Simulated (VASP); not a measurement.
The system is Sn5H.

```
CELL_PARAMETERS angstrom
3.04220 1.75641 5.52384
-3.04220 1.75641 5.52384
0.00000 -3.51283 5.52384
ATOMIC_POSITIONS crystal
Sn 0.00000 0.00000 0.00000
Sn 0.86515 0.86515 0.86515
Sn 0.13485 0.13485 0.13485
Sn 0.70555 0.70555 0.70555
Sn 0.29445 0.29445 0.29445
H 0.50000 0.50000 0.50000
```

The cell was built from a structure type or drawn by symmetry, and may not be a known phase.

```yaml
Program: VASP 6.6.1
Task: relaxation of cell and atoms
Functional: PBE
Potentials_or_basis: VASP PAW PBE potentials, release 64 (Sn_d, H)
Cutoff: 600 eV
k_mesh: 3 × 3 × 3
Occupations: gaussian, width 0.2 eV
Spin: no spin polarisation
```

At the start: pressure 11.4 GPa; volume 29.52 Å³/atom.

Q: How do energy, volume and symmetry change on relaxing?

A: Over 26 steps the energy falls by 1142.6 meV/atom and the volume is 26.96 Å³/atom (-8.6 %); space group R-3m (No. 166, to 0.1 Å) before and after.

The path:
| step | energy change (eV) | largest force (eV/Å) | pressure (GPa) | volume (Å³) |
| --- | --- | --- | --- | --- |
| 1 | 0.0000 | 7.7188 | 11.38 | 177.10 |
| 2 | -4.7823 | 0.1770 | -6.60 | 225.09 |
| 3 | -5.0170 | 0.4825 | -4.59 | 204.57 |
| 4 | -5.0274 | 0.2503 | -5.40 | 209.94 |
| 5 | -5.0356 | 0.3717 | -4.99 | 207.03 |
| 6 | -6.0133 | 0.1732 | -3.23 | 181.22 |
| 7 | -6.5145 | 0.3624 | 1.08 | 158.04 |
| 8 | -6.5162 | 0.4417 | 1.83 | 155.66 |
| 9 | -6.5173 | 0.4063 | 1.53 | 156.62 |
| 10 | -6.6631 | 0.7855 | 1.61 | 156.98 |
| 11 | -6.6702 | 0.8456 | 1.79 | 157.01 |
| 12 | -6.7736 | 0.5013 | -0.53 | 165.10 |
| 13 | -6.7772 | 0.4384 | -0.92 | 166.83 |
| 14 | -6.8177 | 0.2457 | -0.41 | 164.73 |
| 15 | -6.8317 | 0.1082 | 0.20 | 162.72 |
| 16 | -6.8376 | 0.0969 | 0.05 | 163.30 |
| 17 | -6.8388 | 0.0890 | -0.03 | 163.67 |
| 18 | -6.8412 | 0.0979 | -0.09 | 163.69 |
| 19 | -6.8442 | 0.1151 | -0.18 | 163.72 |
| 20 | -6.8441 | 0.1689 | -0.34 | 163.80 |
| 21 | -6.8451 | 0.1332 | -0.26 | 163.76 |
| 22 | -6.8463 | 0.1305 | -0.23 | 163.52 |
| 23 | -6.8492 | 0.1254 | -0.09 | 162.81 |
| 24 | -6.8517 | 0.1182 | 0.19 | 161.39 |
| 25 | -6.8537 | 0.0957 | 0.09 | 161.54 |
| 26 | -6.8557 | 0.0635 | -0.05 | 161.78 |

Final structure:
```
Sn H
1.0
     2.49851    1.44251    7.48118
    -2.49851    1.44251    7.48118
     0.00000   -2.88503    7.48118
Sn H
5 1
Cartesian
  0.0000 0.0000 0.0000
  0.0000 0.0000 19.0698
  0.0000 0.0000 3.3738
  0.0000 0.0000 15.9692
  0.0000 0.0000 6.4743
  0.0000 0.0000 11.2218
```

Caveat: the k points lie up to 0.49 Å⁻¹ apart in the final cell, too coarse for converged energies and pressures of a metal; a cell axis changed by over 15 % at a fixed basis, so the end point is rough; the relaxation stopped at a loose force limit of 0.08 eV/Å, so its end isn't a converged minimum.
